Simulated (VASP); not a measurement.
A run of VASP 6.6.1 is set up as follows.

The input INCAR:

```
SYSTEM = GaN
PREC = Accurate ; ENCUT = 600
EDIFF = 1E-6 ; ISMEAR = 0
SIGMA = 0.01 ; LREAL = .False.
LASPH = .True. ; NELM = 120
ALGO = Normal ; ISIF = 2
LWAVE = .False. ; LCHARG = .False.
GGA = PS ; NBANDS = 16
GGA_COMPAT = .False.
```

File KPOINTS:

```
regular mesh
0
Gamma
  6 6 6
  0 0 0
```

Contents of POSCAR:

```
GaN
1.0
   -0.0215168598      2.2501255958      2.2501255958
    2.2501255958     -0.0215168598      2.2501255958
    2.2501255958      2.2501255958     -0.0215168598
Ga N
1 1
Direct
   -0.0006955625     -0.0006955625     -0.0006955625
    0.2506955625      0.2506955625      0.2506955625
```

Potentials or basis: VASP PAW PBE potentials, release 64 (Ga_d, N).

The run is started by

```bash
$ cat potpaw_PBE.64/Ga_d/POTCAR potpaw_PBE.64/N/POTCAR > POTCAR
$ mpirun -np 1 vasp_std > vasp.out
```

What does it give for the band gap on the k mesh?

1.55 eV, direct.

Predict the pressure.

-3.3 GPa.

Stress tensor (GPa, compression positive):
```
-3.26  1.41  1.41
 1.41 -3.26  1.41
 1.41  1.41 -3.26
```

Caveat: the PAW data sets were made with another functional, which shifts forces and pressure a little.
